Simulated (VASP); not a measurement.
Input of a VASP 6.6.1 run:

Contents of INCAR:

```
PREC     = Accurate       # precision mode
ENCUT    = 600            # plane-wave cutoff, eV
EDIFF    = 1E-6           # SCF threshold, eV
ISMEAR   = -1             # smearing method
SIGMA    = 0.15           # smearing width, eV
LREAL    = F              # projectors in reciprocal space
LASPH    = T              # aspherical terms in the spheres
NELM     = 150            # most SCF steps
ALGO     = Normal         # electronic algorithm
ISIF     = 3              # what is computed and relaxed
LWAVE    = F              # write WAVECAR
LCHARG   = F              # write CHGCAR
ISPIN    = 2              # spin polarisation
MAGMOM   = 3.5 1.5 1.5 1.5 # initial moments
LORBIT   = 11             # projections on sites
LMAXMIX  = 4              # l up to which the mixer works
GGA      = PE             # functional
IVDW     = 13             # dispersion correction
IBRION   = 2              # ionic algorithm
NSW      = 80             # ionic steps
EDIFFG   = -0.05          # ionic threshold
```

Contents of KPOINTS:

```
Automatic mesh
0
Gamma
  9 9 9
```

POSCAR

```
FeNi3
1.0
    3.5450000000      0.0000000000      0.0000000000
    0.0000000000      3.5450000000      0.0000000000
    0.0000000000      0.0000000000      3.5450000000
Fe Ni
1 3
Direct
    0.0000000000      0.0000000000      0.0000000000
    0.0000000000      0.5000000000      0.5000000000
    0.5000000000      0.0000000000      0.5000000000
    0.5000000000      0.5000000000      0.0000000000
```

Potentials or basis: VASP PAW PBE potentials, release 64 (Fe, Ni).

Launch:

```bash
$ cat potpaw_PBE.64/Fe/POTCAR potpaw_PBE.64/Ni/POTCAR > POTCAR
$ mpirun -np 1 vasp_std > vasp.out
```

Q: Estimate the net moment.

A: 4.63 μB per cell.

Q: Estimate the relaxed cell.

A: a = 3.510 Å, b = 3.510 Å, c = 3.510 Å, α = 90.00°, β = 90.00°, γ = 90.00°.

The path:
| step | energy change (eV) | largest force (eV/Å) | pressure (GPa) | volume (Å³) |
| --- | --- | --- | --- | --- |
| 1 | 0.0000 | 0.0000 | -5.73 | 44.55 |
| 2 | -0.0013 | 0.0000 | 6.35 | 42.03 |
| 3 | -0.0244 | 0.0000 | 0.01 | 43.24 |
